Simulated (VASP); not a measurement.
# Au (P6_3/mmc) in VASP: single point with PBEsol

Aim: the single point of Au with PBEsol.

Program: VASP 6.6.1. These are calculated values, not measurements. Logs are shortened: lines on timing, memory, paths and dates and some standing lists are left out, and cuts for length are marked.

### Step 1. The cell of the first run

It takes space group P6_3/mmc (No. 194, hexagonal). The conventional cell has a = 2.900 Å, b = 2.900 Å, c = 4.880 Å, α = 90.00°, β = 90.00°, γ = 120.00°. Au (site symmetry -6m2) has 12 Au at 2.90 to 2.96 Å within 3.8 Å.

### Step 2. Single point, PBEsol

Contents of INCAR:

```
  PREC = Accurate
  ENCUT = 500
  EDIFF = 1E-6
  ISMEAR = 0
  SIGMA = 0.05
  LREAL = F
  LASPH = T
  NELM = 120
  ALGO = Normal
  ISIF = 2
  LWAVE = F
  LCHARG = T
  GGA = PS
  LELF = T
  LVHAR = T
  NBANDS = 18
  GGA_COMPAT = F
```

Contents of KPOINTS:

```
regular mesh
0
Gamma
  8 8 5
```

Contents of POSCAR:

```
Au
1.0
    2.9000000000      0.0000000000      0.0000000000
   -1.4500000000      2.5114700000      0.0000000000
    0.0000000000      0.0000000000      4.8800000000
Au
2
Direct
    0.3333333333      0.6666666667      0.7500000000
    0.6666666667      0.3333333333      0.2500000000
```

Potentials or basis: VASP PAW PBE potentials, release 64 (Au).

The run is started by

```sh
cat potpaw_PBE.64/Au/POTCAR > POTCAR
mpirun -np 1 vasp_std > vasp.out
```

OUTCAR:

```text
PREC = Accurate
   ENCUT = 500
   EDIFF = 1E-6
   ISMEAR = 0
   LREAL = F
   LASPH = T
   NELM = 120
   ISIF = 2
   GGA = PS

 ion  position               nearest neighbor table
   1  0.333  0.667  0.750-   2 2.96   2 2.96   2 2.96   2 2.96   2 2.96   2 2.96
   2  0.667  0.333  0.250-   1 2.96   1 2.96   1 2.96   1 2.96   1 2.96   1 2.96

  LATTYP: Found a hexagonal cell.
 ALAT       =     2.9000000000
 C/A-ratio  =     1.6827586207

  Lattice vectors:

 A1 = (   2.9000000000,   0.0000000000,   0.0000000000)
 A2 = (  -1.4500000000,   2.5114700000,   0.0000000000)
 A3 = (   0.0000000000,   0.0000000000,   4.8800000000)

Analysis of symmetry for initial positions (statically):
=====================================================================
 Subroutine PRICEL returns:
 Original cell was already a primitive cell.

 Routine SETGRP: Setting up the symmetry group for a
 hexagonal supercell.

 Subroutine GETGRP returns: Found 24 space group operations
 (whereof 12 operations were pure point group operations)
 out of a pool of 24 trial point group operations.

The static configuration has the point symmetry D_3d.
 The point group associated with its full space group is D_6h.

Analysis of symmetry for dynamics (positions and initial velocities):
=====================================================================
 Subroutine PRICEL returns:
 Original cell was already a primitive cell.

 Routine SETGRP: Setting up the symmetry group for a
 hexagonal supercell.

 Subroutine GETGRP returns: Found 24 space group operations
 (whereof 12 operations were pure point group operations)
 out of a pool of 24 trial point group operations.

The dynamic configuration has the point symmetry D_3d.
 The point group associated with its full space group is D_6h.

 Subroutine INISYM returns: Found 24 space group operations
 (whereof 12 operations are pure point group operations),
 and found     1 'primitive' translations

----------------------------------------------------------------------------------------

                                     Primitive cell

  volume of cell :      35.5423

  direct lattice vectors                    reciprocal lattice vectors
     2.900000000  0.000000000  0.000000000     0.344827586  0.199086591  0.000000000
    -1.450000000  2.511470000  0.000000000     0.000000000  0.398173181  0.000000000
     0.000000000  0.000000000  4.880000000     0.000000000  0.000000000  0.204918033

  length of vectors
[... 82 lines left out ...]
   EDIFF  = 0.1E-05   stopping-criterion for ELM
   LREAL  =      F    real-space projection
   EDIFFG = 0.1E-04   stopping-criterion for IOM
   NSW    =      0    number of steps for IOM
   IBRION =     -1    ionic relax: 0-MD 1-quasi-New 2-CG
   NFREE  =      0    steps in history (QN), initial steepest desc. (CG)
   ISIF   =      2    stress and relaxation
   ISYM   =      2    0-nonsym 1-usesym 2-fastsym
   POTIM  = 0.5000    time-step for ionic-motion
   TEBEG  =    0.0;   TEEND  =   0.0 temperature during run
   PSTRESS=    0.0 pullay stress
   NELECT =      22.0000    total number of electrons
   NUPDOWN=      -1.0000    fix difference up-down
   EMIN   =  10.00;   EMAX   =-10.00  energy-range for DOS
   EFERMI =   0.00;   METHOD = LEGACY
   ISMEAR =     0;   SIGMA  =   0.05  broadening in eV -4-tet -1-fermi 0-gaus
   EFERMI_NEDOS =   21; number of points for ismear=-14 and -15
   IALGO  =     38    algorithm
   IMIX   =      4    mixing-type and parameters
     AMIX     =   0.40;   BMIX     =  1.00
     AMIX_MAG =   1.60;   BMIX_MAG =  1.00
  volume/ion in A,a.u.               =      17.77       119.93
  Fermi-wavevector in a.u.,A,eV,Ry     =   1.395191  2.636529 26.484543  1.946559
  Thomas-Fermi vector in A             =   2.518667
   LORBIT       =      0    0 simple, 1 ext, 2 COOP (PROOUT), +10 PAW based schemes
   GGA     = PS    functional components
   LHFCALC =     F    Hartree Fock is set to
   AEXX    =    0.0000 exact exchange contribution
   IVDW    =     0    specifies the selected vdW correction
   LEPSILON=     F    determine dielectric tensor
   LRPA    =     F    only Hartree local field effects (RPA)
 non-spin polarized calculation
 Gauss-broadening in eV      SIGMA  =   0.05
  energy-cutoff  :      500.00
  volume of cell :       35.54
 maximum number of plane-waves:       916
 NGX is ok and might be reduce to    24
   NGX = 11   NGY = 11   NGZ = 17

 number of electron      22.0000002 magnetization

 Free energy of the ion-electron system (eV)
  ---------------------------------------------------
  ext. energy  EPLUGINS =         0.00000000
  ---------------------------------------------------
  free energy    TOTEN  =        -7.74509301 eV

  energy without entropy =       -7.74284902  energy(sigma->0) =       -7.74397101

 E-fermi :   8.5509     XC(G=0): -12.6354

 val. band max:        8.5401713842   @ k =   0.2500   0.2500   0.2000
 cond. band min:       8.6570890206   @ k =   0.5000   0.0000   0.4000
 fundamental gap:      0.1169176364
 Fermi energy:         8.5508662055

 k-point     1 :       0.0000    0.0000    0.0000
  band No.  band energies     occupation
      1      -0.8899      2.00000
      2       1.5460      2.00000
      3       3.9594      2.00000
      4       4.2424      2.00000
      5       4.2424      2.00000
      6       4.5313      2.00000
[... 481 lines left out ...]
      5       4.9989      2.00000
      6       5.2549      2.00000
[... 10 lines left out ...]
     17      22.2323      0.00000
     18      23.8110      0.00000

 [... further k-points ...]

------------------------ aborting loop because EDIFF is reached ----------------------------------------

  FORCE on cell =-STRESS in cart. coord.  units (eV):
  Direction    XX          YY          ZZ          XY          YZ          ZX
  --------------------------------------------------------------------------------------
  -------------------------------------------------------------------------------------
  Total       -1.2152551     -1.2152516     -1.5746061      0.0000000     -0.0000000      0.0000000
  in kB      -54.7812875    -54.7811274    -70.9801157      0.0000000     -0.0000000      0.0000000
  external PRESSURE =     -60.1808435 kB  Pullay stress =       0.0000000 kB

 VOLUME and BASIS-vectors are now :
 -----------------------------------------------------------------------------
  energy-cutoff  :      500.00
  volume of cell :       35.54
      direct lattice vectors                 reciprocal lattice vectors
     2.900000000  0.000000000  0.000000000     0.344827586  0.199086591  0.000000000
    -1.450000000  2.511470000  0.000000000     0.000000000  0.398173181  0.000000000
     0.000000000  0.000000000  4.880000000     0.000000000  0.000000000  0.204918033

 POSITION                                       TOTAL-FORCE (eV/Angst)
 -----------------------------------------------------------------------------------
     -0.00000      1.67431      3.66000         0.000000      0.000000      0.000000
      1.45000      0.83716      1.22000        -0.000000     -0.000000      0.000000
 -----------------------------------------------------------------------------------
    total drift:                               -0.000000      0.000000     -0.000000

  FREE ENERGIE OF THE ION-ELECTRON SYSTEM (eV)
  ---------------------------------------------------
  free  energy   TOTEN  =        -7.7450930107 eV

  energy  without entropy=       -7.7428490161  energy(sigma->0) =       -7.74397101
```

stdout:

```text
POSCAR found type information on POSCAR Au
 POSCAR found :  1 types and       2 ions
 scaLAPACK will be used
 -----------------------------------------------------------------------------
|                                                                             |
|                                                                             |
|     You enforced a specific xc type in the INCAR file but a different       |
|     I HOPE YOU KNOW WHAT YOU ARE DOING!                                     |
|                                                                             |
 -----------------------------------------------------------------------------

 LDA part: xc-table for (Slater+PW92), standard interpolation
 POSCAR, INCAR and KPOINTS ok, starting setup
 FFT: planning ... GRIDC
 FFT: planning ... GRID_SOFT
 FFT: planning ... GRID
 WAVECAR not read
 entering main loop
```

Run time: 27 s. Hardware: 1 thread of Intel Xeon 8259CL, shared host; peak memory 0.16 GiB.

Results:

| Quantity | Value |
| --- | --- |
| Free energy | -7.7451 eV |
| Pressure | -6.0 GPa |
| Band gap on the k mesh | zero (band 11 reaches 11.38 eV, above the bottom of band 12 at 6.21 eV) |

Caveat: the PAW data sets were made with another functional, which shifts forces and pressure a little; spin-orbit coupling is left out, which moves the levels of the heavy elements.
